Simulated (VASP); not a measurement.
Crystal: Mg.

```
Mg
1.0
     0.00000    2.24426    2.24426
     2.24426    0.00000    2.24426
     2.24426    2.24426    0.00000
Mg
1
Cartesian
  0.0000 0.0000 0.0000
```

This isn't the form of Mg at room conditions, which is hcp.

Base run:

| Property | Result |
| --- | --- |
| Program | VASP 6.6.1 |
| Functional | BLYP |
| Potentials or basis | VASP PAW PBE potentials, release 64 (Mg) |
| Cutoff | 600 eV |
| k mesh | 8 × 8 × 8 |
| Occupations | methfessel-paxton, width 0.1 eV |
| Spin | no spin polarisation |

Its results: band gap on the k mesh zero (bands 1 and 2 overlap by 2.81 eV); pressure 1.7 GPa.

**Question.** The run is repeated on the same cell with these changes: functional from BLYP to LDA; potentials or basis from VASP PAW PBE potentials, release 64 (Mg) to VASP PAW LDA potentials, release 64 (Mg). What comes out?

**Answer.** Band gap on the k mesh zero (bands 1 and 2 overlap by 2.78 eV); pressure -1.6 GPa.

Caveats: the PAW data sets were made with another functional, which shifts forces and pressure a little (at least some runs).
